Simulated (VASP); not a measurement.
Crystal: Zr.

```
Zr
1.0
     3.23200    0.00000    0.00000
    -1.61600    2.79899    0.00000
     0.00000    0.00000    5.14700
Zr
2
Direct
  0.33333 0.66667 0.25000
  0.66667 0.33333 0.75000
```

- Program: VASP 6.6.1
- Task: relaxation of cell and atoms
- Functional: PBEsol
- Potentials or basis: VASP PAW PBE potentials, release 64 (Zr_sv)
- Cutoff: 600 eV
- k mesh: 8 × 8 × 5
- Occupations: gaussian, width 0.02 eV
- Spin: no spin polarisation

At the start: pressure -3.2 GPa; volume 23.28 Å³/atom.

Task: How do energy, volume and symmetry change on relaxing?

Result: Over 5 steps the energy falls by 8.8 meV/atom and the volume is 22.52 Å³/atom (-3.3 %); space group P6_3/mmc (No. 194, to 0.1 Å) before and after.

Step by step:
```
step  energy change (eV)  largest force (eV/Å)  pressure (GPa)  volume (Å³)
   1              0.0000                0.0000           -3.17        46.56
   2             -0.0002                0.0000            3.66        43.53
   3             -0.0164                0.0000            0.09        45.01
   4             -0.0174                0.0000            0.02        45.03
   5             -0.0176                0.0000           -0.02        45.03
```

Final structure:
```
Zr
1.0
     3.17959    0.00000    0.00000
    -1.58980    2.75361    0.00000
     0.00000    0.00000    5.14360
Zr
2
Direct
  0.33333 0.66667 0.25000
  0.66667 0.33333 0.75000
```

Caveat: the PAW data sets were made with another functional, which shifts forces and pressure a little.
